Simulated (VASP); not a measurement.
A run of VASP 6.6.1:

The input POSCAR:

```
Si
1.0
   -1.5107099016      1.5107099016      2.2983247308
    1.5107099016     -1.5107099016      2.2983247308
    1.5107099016      1.5107099016     -2.2983247308
Si
1
Direct
    0.0000000000      0.0000000000      0.0000000000
```

File INCAR.step1:

```
PREC = Accurate
ENCUT = 600
ISMEAR = 0
SIGMA = 0.1
LREAL = False
LASPH = True
NELM = 80
GGA = PE
ALGO = Normal
EDIFF = 1E-4
LWAVE = True
LCHARG = False
```

The input INCAR.step2:

```
PREC = Accurate
ENCUT = 600
EDIFF = 1E-6
ISMEAR = 0
SIGMA = 0.1
LREAL = False
LASPH = True
NELM = 80
ALGO = Normal
ISIF = 3
LWAVE = False
LCHARG = False
METAGGA = R2SCAN
LMIXTAU = True
IBRION = 2
NSW = 90
EDIFFG = -0.04
ISTART = 1
```

Contents of KPOINTS:

```
Automatic mesh
0
Gamma
  8 8 8
```

Potentials or basis: VASP PAW PBE potentials, release 64 (Si).

Run with:

```console
$ cat potpaw_PBE.64/Si/POTCAR > POTCAR
$ cp INCAR.step1 INCAR
$ mpirun -np 1 vasp_std > vasp.out
$ cp INCAR.step2 INCAR
$ mpirun -np 1 vasp_std > vasp.out
```

Hardware: 1 thread of AMD EPYC 9R45 96-Core Processor (Zen 5), with other jobs on the host.

Task: How long does it take, and how much memory?

Result: It took 2.5 min on 1 thread of AMD EPYC 9R45 96-Core Processor (Zen 5), on a shared host, peak memory 0.14 GiB. Counts: k points 59, ion steps 7.
